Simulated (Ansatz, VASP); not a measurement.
# ScAlN2 in VASP and in Ansatz

INCAR

```
SYSTEM = ScAlN2
PREC = Accurate
ENCUT = 600
EDIFF = 1E-6
ISMEAR = 0
SIGMA = 0.01
LREAL = .FALSE.
LASPH = .TRUE.
NELM = 120
ALGO = Normal
ISIF = 2
LWAVE = .FALSE.
LCHARG = .FALSE.
GGA = PS
NBANDS = 20
GGA_COMPAT = .FALSE.
```

File KPOINTS:

```
Automatic mesh
0
G
  4 4 4
  0 0 0
```

POSCAR

```
ScAlN2
1.0
    3.0446085499      0.0000000000      0.0000000000
    0.0000000000      3.0446085499      0.0000000000
    0.0000000000      0.0000000000      4.3189807773
Sc N Al
1 2 1
Direct
    0.0000000000      0.0000000000      0.0000000000
    0.0000000000      0.0000000000      0.5000000000
    0.5000000000      0.5000000000      0.0000000000
    0.5000000000      0.5000000000      0.5000000000
```

Input for Ansatz:

```yaml
crystal:
  lattice:
    - [3.0446085499, 0.0, 0.0]
    - [0.0, 3.0446085499, 0.0]
    - [0.0, 0.0, 4.3189807773]
  atoms:
    - { symbol: Sc, position: [0.0, 0.0, 0.0] }
    - { symbol: "N", position: [0.0, 0.0, 0.5] }
    - { symbol: Al, position: [0.5, 0.5, 0.5] }
    - { symbol: "N", position: [0.5, 0.5, 0.0] }
kpoints:
  mp_grid: { grid: [4, 4, 4] }
hamiltonian:
  xc: pbesol
scf:
  occupations: { method: fixed }
output:
  optics:
    e_range: [2, 10]
    de: 0.05
    sigma: 0.15
    scissors: 0
    scheme: fermi_dirac
    bands: { spectra_wanted_up_to: 10 }
    kdotp_interpolation: "off"
```

Alike in both runs: task single point; functional PBEsol; k mesh 4 × 4 × 4; no spin polarisation.

|  | VASP | Ansatz |
| --- | --- | --- |
| version | VASP 6.6.1 | Ansatz 0.2.0 |
| potentials or method | VASP PAW PBE potentials, release 64 (Sc_sv, N, Al) | plane waves, PAW |
| plane-wave cutoff (eV) | 600 | 420 |
| occupations | gaussian, width 0.01 eV | fixed |
| valence electrons in the cell | 24 | 24 |

Ansatz gave:

* gap on the k mesh at the Fermi level (eV): 0.57

**Question.** Which values does VASP return?

**Answer.** gap on the k mesh at the Fermi level (eV): 0.54.

VASP's potentials were made for PBE, not for PBEsol.

The k mesh is coarse, so the values compare programs but aren't converged.
